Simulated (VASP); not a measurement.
Here is a VASP 6.6.1 calculation.

INCAR

```
  PREC = Accurate
  ENCUT = 520
  EDIFF = 1E-7
  ISMEAR = -1
  SIGMA = 0.1
  LREAL = False
  LASPH = True
  NELM = 100
  ALGO = Normal
  ISIF = 2
  LWAVE = False
  LCHARG = False
  GGA = CA
  NBANDS = 11
```

KPOINTS

```
regular mesh
0
Gamma
  20 20 20
```

File POSCAR:

```
Pd
1.0
    0.0000000000      1.9207382891      1.9207382891
    1.9207382891      0.0000000000      1.9207382891
    1.9207382891      1.9207382891      0.0000000000
Pd
1
Direct
    0.0000000000      0.0000000000      0.0000000000
```

Potentials or basis: VASP PAW LDA potentials, release 64 (Pd).

Launch:

```bash
$ cat potpaw_LDA.64/Pd/POTCAR > POTCAR
$ mpirun -np 1 vasp_std > vasp.out
```

Task: Predict the pressure.

Result: 0.2 GPa.

Task: Estimate the band gap on the k mesh.

Result: Zero (bands 5 and 6 overlap by 1.71 eV).
